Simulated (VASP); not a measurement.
SiO2, 12 atoms in the cell. It takes space group P4_12_12 (No. 92, tetragonal). Conventional cell: a = 4.993 Å, b = 4.993 Å, c = 6.934 Å, α = 90.00°, β = 90.00°, γ = 90.00°. Within 2.1 Å of Si (site symmetry 2) lie 4 O at 1.61 Å. O (site symmetry 1) has 2 Si at 1.61 Å within 2.1 Å. 

```yaml
Program: VASP 6.6.1
Task: electric field gradients
Functional: r2SCAN
Potentials_or_basis: VASP PAW PBE potentials, release 64 (Si, O)
Cutoff: 520 eV
k_mesh: 5 × 5 × 4
Occupations: fermi-dirac, width 0.02 eV
Spin: no spin polarisation
Dipole_correction: no
Charge: -1
Further_INCAR_settings: ALGO = Normal; EDIFF = 1e-08; NBANDS = 44; NELECT = 65.0
```

Potentials or basis: VASP PAW PBE potentials, release 64 (Si, O).

The run is started by

```bash
$ cat potpaw_PBE.64/Si/POTCAR potpaw_PBE.64/O/POTCAR > POTCAR
$ cp INCAR.step1 INCAR
$ mpirun -np 1 vasp_std > vasp.out
$ cp INCAR.step2 INCAR
$ mpirun -np 1 vasp_std > vasp.out
```

Hardware: 1 thread of Intel Xeon 8259CL, on a shared host.

Problem. How long does it take, and how much memory?

Solution. It took 13 min on 1 thread of Intel Xeon 8259CL, on a shared host, peak memory 0.36 GiB. Counts: k points 18.
